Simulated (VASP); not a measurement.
# CsBr (Pm-3m) in VASP: settings compared

The runs below take CsBr through single point, with LDA, HSE06, PBE-based screened hybrid.

Everything below comes from runs of VASP 6.6.1. Logs are shortened: lines on timing, memory, paths and dates and some standing lists are left out, and cuts for length are marked.

## 1. The cell of the first run

It takes space group Pm-3m (No. 221, cubic). The conventional cell has a = 4.319 Å, b = 4.319 Å, c = 4.319 Å, α = 90.00°, β = 90.00°, γ = 90.00°. Cs (site symmetry m-3m) has 8 Br at 3.74 Å and 6 Cs at 4.32 Å within 4.9 Å. Within 4.9 Å of Br (site symmetry m-3m) lie 8 Cs at 3.74 Å and 6 Br at 4.32 Å.

## 2. Single point, LDA

INCAR

```
  PREC = Accurate
  ENCUT = 500
  EDIFF = 1E-6
  ISMEAR = 0
  SIGMA = 0.01
  LREAL = F
  LASPH = T
  NELM = 120
  ALGO = Normal
  ISIF = 2
  LWAVE = F
  LCHARG = T
  LELF = T
  LVHAR = T
  NBANDS = 15
  GGA_COMPAT = F
```

KPOINTS

```
regular mesh
0
Gamma
  2 2 2
```

POSCAR

```
CsBr
1.0
    4.3193779122      0.0000000000      0.0000000000
    0.0000000000      4.3193779122      0.0000000000
    0.0000000000      0.0000000000      4.3193779122
Cs Br
1 1
Direct
    0.0000000000      0.0000000000      0.0000000000
    0.5000000000      0.5000000000      0.5000000000
```

Potentials or basis: VASP PAW LDA potentials, release 64 (Cs_sv, Br).

On the command line:

```console
$ cat potpaw_LDA.64/Cs_sv/POTCAR potpaw_LDA.64/Br/POTCAR > POTCAR
$ mpirun -np 1 vasp_std > vasp.out
```

OUTCAR:

```text
PREC = Accurate
   ENCUT = 500
   EDIFF = 1E-6
   ISMEAR = 0
   LREAL = F
   LASPH = T
   NELM = 120
   ISIF = 2

 ion  position               nearest neighbor table
   1  0.000  0.000  0.000-
   2  0.500  0.500  0.500-

  LATTYP: Found a simple cubic cell.
 ALAT       =     4.3193779122

  Lattice vectors:

 A1 = (   4.3193779122,   0.0000000000,   0.0000000000)
 A2 = (   0.0000000000,   4.3193779122,   0.0000000000)
 A3 = (   0.0000000000,   0.0000000000,   4.3193779122)

Analysis of symmetry for initial positions (statically):
=====================================================================
 Subroutine PRICEL returns:
 Original cell was already a primitive cell.

 Routine SETGRP: Setting up the symmetry group for a
 simple cubic supercell.

 Subroutine GETGRP returns: Found 48 space group operations
 (whereof 48 operations were pure point group operations)
 out of a pool of 48 trial point group operations.

The static configuration has the point symmetry O_h .

Analysis of symmetry for dynamics (positions and initial velocities):
=====================================================================
 Subroutine PRICEL returns:
 Original cell was already a primitive cell.

 Routine SETGRP: Setting up the symmetry group for a
 simple cubic supercell.

 Subroutine GETGRP returns: Found 48 space group operations
 (whereof 48 operations were pure point group operations)
 out of a pool of 48 trial point group operations.

The dynamic configuration has the point symmetry O_h .

 Subroutine INISYM returns: Found 48 space group operations
 (whereof 48 operations are pure point group operations),
 and found     1 'primitive' translations

----------------------------------------------------------------------------------------

                                     Primitive cell

  volume of cell :      80.5867

  direct lattice vectors                    reciprocal lattice vectors
     4.319377912  0.000000000  0.000000000     0.231514820  0.000000000  0.000000000
     0.000000000  4.319377912  0.000000000     0.000000000  0.231514820  0.000000000
     0.000000000  0.000000000  4.319377912     0.000000000  0.000000000  0.231514820

  length of vectors
     4.319377912  4.319377912  4.319377912     0.231514820  0.231514820  0.231514820

  position of ions in fractional coordinates (direct lattice)
     0.000000000  0.000000000  0.000000000
     0.500000000  0.500000000  0.500000000

  ion indices of the primitive-cell ions
   primitive index   ion index
                 1           1
                 2           2

----------------------------------------------------------------------------------------

 KPOINTS: regular mesh

Automatic generation of k-mesh.
 Grid dimensions read from file:
 generate k-points for:    2    2    2

 Generating k-lattice:

  Cartesian coordinates                     Fractional coordinates (reciprocal lattice)
     0.115757410  0.000000000  0.000000000     0.500000000  0.000000000  0.000000000
     0.000000000  0.115757410  0.000000000     0.000000000  0.500000000  0.000000000
     0.000000000  0.000000000  0.115757410     0.000000000  0.000000000  0.500000000

  Length of vectors
     0.115757410  0.115757410  0.115757410

  Shift w.r.t. Gamma in fractional coordinates (k-lattice)
     0.000000000  0.000000000  0.000000000

 Subroutine IBZKPT returns following result:
 ===========================================

 Found      4 irreducible k-points:

 Following reciprocal coordinates:
            Coordinates               Weight
  0.000000  0.000000  0.000000      1.000000
  0.500000  0.000000  0.000000      3.000000
  0.500000  0.500000  0.000000      3.000000
  0.500000  0.500000  0.500000      1.000000
   k-points           NKPTS =      4   k-points in BZ     NKDIM =      4   number of bands    NBANDS=     15
   number of dos      NEDOS =    301   number of ions     NIONS =      2
   total plane-waves  NPLWV =  32768
   dimension x,y,z NGX =    32 NGY =   32 NGZ =   32
   dimension x,y,z NGXF=    64 NGYF=   64 NGZF=   64
   ions per type =               1   1
   NGX,Y,Z   is equivalent  to a cutoff of  12.32, 12.32, 12.32 a.u.
   NGXF,Y,Z  is equivalent  to a cutoff of  24.63, 24.63, 24.63 a.u.
 SYSTEM =  unknown system
   PREC   = accura    normal or accurate (medium, high low for compatibility)
   ISTART =      0    job   : 0-new  1-cont  2-samecut
   ICHARG =      2    charge: 1-file 2-atom 10-const
   ISPIN  =      1    spin polarized calculation?
   LNONCOLLINEAR =      F non collinear calculations
   LSORBIT =      F    spin-orbit coupling
   LASPH  =      T    aspherical Exc in radial PAW
   ENCUT  =  500.0 eV  36.75 Ry    6.06 a.u.   7.88  7.88  7.88*2*pi/ulx,y,z
   NELM   =    120;   NELMIN=  2; NELMDL= -5     # of ELM steps
   EDIFF  = 0.1E-05   stopping-criterion for ELM
   LREAL  =      F    real-space projection
   EDIFFG = 0.1E-04   stopping-criterion for IOM
   NSW    =      0    number of steps for IOM
   IBRION =     -1    ionic relax: 0-MD 1-quasi-New 2-CG
   NFREE  =      0    steps in history (QN), initial steepest desc. (CG)
   ISIF   =      2    stress and relaxation
   ISYM   =      2    0-nonsym 1-usesym 2-fastsym
   POTIM  = 0.5000    time-step for ionic-motion
   TEBEG  =    0.0;   TEEND  =   0.0 temperature during run
   PSTRESS=    0.0 pullay stress
   NELECT =      16.0000    total number of electrons
   NUPDOWN=      -1.0000    fix difference up-down
   EMIN   =  10.00;   EMAX   =-10.00  energy-range for DOS
   EFERMI =   0.00;   METHOD = LEGACY
   ISMEAR =     0;   SIGMA  =   0.01  broadening in eV -4-tet -1-fermi 0-gaus
   EFERMI_NEDOS =   21; number of points for ismear=-14 and -15
   IALGO  =     38    algorithm
   IMIX   =      4    mixing-type and parameters
     AMIX     =   0.40;   BMIX     =  1.00
     AMIX_MAG =   1.60;   BMIX_MAG =  1.00
  volume/ion in A,a.u.               =      40.29       271.91
  Fermi-wavevector in a.u.,A,eV,Ry     =   0.955052  1.804786 12.410201  0.912124
  Thomas-Fermi vector in A             =   2.083854
   LORBIT       =      0    0 simple, 1 ext, 2 COOP (PROOUT), +10 PAW based schemes
   GGA     = CA    functional components
   LHFCALC =     F    Hartree Fock is set to
   AEXX    =    0.0000 exact exchange contribution
   IVDW    =     0    specifies the selected vdW correction
   LEPSILON=     F    determine dielectric tensor
   LRPA    =     F    only Hartree local field effects (RPA)
 non-spin polarized calculation
 Gauss-broadening in eV      SIGMA  =   0.01
  energy-cutoff  :      500.00
  volume of cell :       80.59
 maximum number of plane-waves:      2103
 NGX is ok and might be reduce to    32
   NGX = 15   NGY = 15   NGZ = 15

 number of electron      16.0000001 magnetization

 Free energy of the ion-electron system (eV)
  ---------------------------------------------------
  ext. energy  EPLUGINS =         0.00000000
  ---------------------------------------------------
  free energy    TOTEN  =        -6.56163634 eV

  energy without entropy =       -6.56163634  energy(sigma->0) =       -6.56163634

 E-fermi :  -0.3611     XC(G=0):  -8.2999

 val. band max:       -0.4253199401   @ k =   0.5000   0.5000   0.0000
 cond. band min:       3.5456372296   @ k =   0.0000   0.0000   0.0000
 fundamental gap:      3.9709571697
 Fermi energy:        -0.3610541671

 k-point     1 :       0.0000    0.0000    0.0000
  band No.  band energies     occupation
      1     -20.2945      2.00000
      2     -12.7699      2.00000
      3      -6.8914      2.00000
      4      -6.8914      2.00000
      5      -6.8914      2.00000
      6      -0.4360      2.00000
      7      -0.4360      2.00000
      8      -0.4360      2.00000
      9       3.5456      0.00000
     10       4.1678      0.00000
     11       4.1678      0.00000
     12       8.4329      0.00000
     13       8.4329      0.00000
     14       8.4329      0.00000
     15      11.3836      0.00000

 k-point     2 :       0.5000    0.0000    0.0000
  band No.  band energies     occupation
      1     -20.2439      2.00000
      2     -12.7844      2.00000
      3      -7.2800      2.00000
      4      -6.7888      2.00000
      5      -6.7888      2.00000
      6      -1.8020      2.00000
      7      -0.6428      2.00000
      8      -0.6428      2.00000
      9       5.1540      0.00000
     10       6.4476      0.00000
     11       6.8352      0.00000
     12       7.5902      0.00000
     13       8.1451      0.00000
     14       8.1451      0.00000
     15       9.1329      0.00000

 k-point     3 :       0.5000    0.5000    0.0000
  band No.  band energies     occupation
      1     -20.2003      2.00000
      2     -12.6684      2.00000
      3      -7.4739      2.00000
      4      -7.4739      2.00000
      5      -6.7241      2.00000
      6      -1.0256      2.00000
      7      -1.0256      2.00000
      8      -0.4253      2.00000
      9       4.4442      0.00000
     10       4.7309      0.00000
     11       6.5240      0.00000
     12       6.5240      0.00000
     13      10.1163      0.00000
     14      10.1163      0.00000
     15      10.4607      0.00000

 k-point     4 :       0.5000    0.5000    0.5000
  band No.  band energies     occupation
      1     -20.1591      2.00000
      2     -12.5931      2.00000
      3      -7.2957      2.00000
      4      -7.2957      2.00000
      5      -7.2957      2.00000
      6      -1.6252      2.00000
      7      -1.6252      2.00000
      8      -1.6252      2.00000
      9       7.5647      0.00000
     10       7.5647      0.00000
     11       7.5647      0.00000
     12       8.2789      0.00000
     13       8.2789      0.00000
     14       8.2789      0.00000
     15      10.6661      0.00000

------------------------ aborting loop because EDIFF is reached ----------------------------------------

  FORCE on cell =-STRESS in cart. coord.  units (eV):
  Direction    XX          YY          ZZ          XY          YZ          ZX
  --------------------------------------------------------------------------------------
  -------------------------------------------------------------------------------------
  Total       -0.5076065     -0.5076065     -0.5076065     -0.0000000      0.0000000      0.0000000
  in kB      -10.0919290    -10.0919290    -10.0919290     -0.0000000      0.0000000      0.0000000
  external PRESSURE =     -10.0919290 kB  Pullay stress =       0.0000000 kB

 VOLUME and BASIS-vectors are now :
 -----------------------------------------------------------------------------
  energy-cutoff  :      500.00
  volume of cell :       80.59
      direct lattice vectors                 reciprocal lattice vectors
     4.319377912  0.000000000  0.000000000     0.231514820  0.000000000  0.000000000
     0.000000000  4.319377912  0.000000000     0.000000000  0.231514820  0.000000000
     0.000000000  0.000000000  4.319377912     0.000000000  0.000000000  0.231514820

 POSITION                                       TOTAL-FORCE (eV/Angst)
 -----------------------------------------------------------------------------------
      0.00000      0.00000      0.00000         0.000000      0.000000      0.000000
      2.15969      2.15969      2.15969         0.000000      0.000000      0.000000
 -----------------------------------------------------------------------------------
    total drift:                                0.000000      0.000000     -0.000000

  FREE ENERGIE OF THE ION-ELECTRON SYSTEM (eV)
  ---------------------------------------------------
  free  energy   TOTEN  =        -6.5616363366 eV

  energy  without entropy=       -6.5616363366  energy(sigma->0) =       -6.56163634
```

Wall time 3.6 s (1 thread of Intel Xeon Platinum 8488C (Sapphire Rapids), shared host); peak memory 0.14 GiB.

Results:

| Quantity | Value |
| --- | --- |
| Free energy | -6.5616 eV |
| Pressure | -1.0 GPa |
| Band gap on the k mesh | 3.97 eV, indirect (least direct gap 3.98 eV) |

Caveat: the k points lie up to 0.73 Å⁻¹ apart; spin-orbit coupling is left out, which moves the levels of the heavy elements. A k mesh can miss the band edges.

## 3. Single point, HSE06

POSCAR is that of step 2.

INCAR.step1

```
PREC = Accurate ; ENCUT = 400
EDIFF = 1E-5 ; ISMEAR = 0
SIGMA = 0.01 ; LREAL = False
LASPH = True ; NELM = 120
ALGO = Normal ; ISIF = 2
LWAVE = True ; LCHARG = False
GGA = PE ; NBANDS = 15
GGA_COMPAT = False
```

INCAR.step2

```
PREC = Accurate ; ENCUT = 400
EDIFF = 1E-6 ; ISMEAR = 0
SIGMA = 0.01 ; LREAL = False
LASPH = True ; NELM = 120
ALGO = Normal ; ISIF = 2
LWAVE = False ; LCHARG = False
GGA = PE ; LHFCALC = True
HFSCREEN = 0.2079 ; PRECFOCK = Normal
ISTART = 1 ; NBANDS = 15
GGA_COMPAT = False
```

KPOINTS

```
Automatic mesh
0
Gamma
  2 2 2
```

Potentials or basis: VASP PAW PBE potentials, release 64 (Cs_sv, Br).

On the command line:

```console
$ cat potpaw_PBE.64/Cs_sv/POTCAR potpaw_PBE.64/Br/POTCAR > POTCAR
$ cp INCAR.step1 INCAR
$ mpirun -np 1 vasp_std > vasp.out
$ cp INCAR.step2 INCAR
$ mpirun -np 1 vasp_std > vasp.out
```

It took 26 s on 1 thread of Intel Xeon Platinum 8488C (Sapphire Rapids), shared host; peak memory 0.25 GiB.

Results (log left out):

* Free energy: -6.9097 eV
* Pressure: 0.9 GPa
* Band gap on the k mesh: 5.61 eV, indirect (the least direct gap lies 3.9 meV higher)

Levels at points of the mesh, in eV from the valence-band top:
| k point | band 6 | band 7 | band 8 | band 9 | band 10 | band 11 |
| --- | --- | --- | --- | --- | --- | --- |
| (0.00, 0.00, 0.00) | 0.00 | 0.00 | 0.00 | 5.61 | 6.07 | 6.07 |
| (0.50, 0.00, 0.00) | -1.31 | -0.21 | -0.21 | 7.11 | 8.45 | 8.88 |
| (0.50, 0.50, 0.00) | -0.59 | -0.59 | 0.00 | 6.40 | 6.67 | 8.45 |
| (0.50, 0.50, 0.50) | -1.16 | -1.16 | -1.16 | 9.55 | 9.55 | 9.55 |

Caveat: the k points lie up to 0.73 Å⁻¹ apart; the PAW data sets were made with another functional, which shifts forces and pressure a little; spin-orbit coupling is left out, which moves the levels of the heavy elements.

(Continued in part 2 of 3.)
